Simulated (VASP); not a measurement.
A run of VASP 6.6.1 is set up as follows.

The input INCAR:

```
PREC = Accurate ; ENCUT = 520
EDIFF = 1E-7 ; ISMEAR = 0
SIGMA = 0.02 ; LREAL = False
LASPH = True ; NELM = 60
ALGO = Normal ; ISIF = 2
LWAVE = False ; LCHARG = False
GGA = PE ; NBANDS = 28
```

KPOINTS

```
regular mesh
0
Gamma
  8 8 8
```

File POSCAR:

```
BaTiO3
1.0
    3.6492877294      0.0000000000      0.0000000000
    0.0000000000      3.6492877294      0.0000000000
    0.0000000000      0.0000000000      3.6492877294
Ba Ti O
1 1 3
Direct
    0.5000000000      0.5000000000      0.5000000000
    0.0000000000      0.0000000000      0.0000000000
    0.5000000000      0.0000000000      0.0000000000
    0.0000000000      0.5000000000      0.0000000000
    0.0000000000      0.0000000000      0.5000000000
```

Potentials or basis: VASP PAW PBE potentials, release 64 (Ba_sv, Ti_sv, O).

Run with:

```bash
$ cat potpaw_PBE.64/Ba_sv/POTCAR potpaw_PBE.64/Ti_sv/POTCAR potpaw_PBE.64/O/POTCAR > POTCAR
$ mpirun -np 1 vasp_std > vasp.out
```

(1) Predict the band gap on the k mesh.

(2) Estimate the pressure.

Answers

(1) 1.93 eV, direct.

(2) 94.9 GPa.

Caveat: spin-orbit coupling is left out, which moves the levels of the heavy elements.
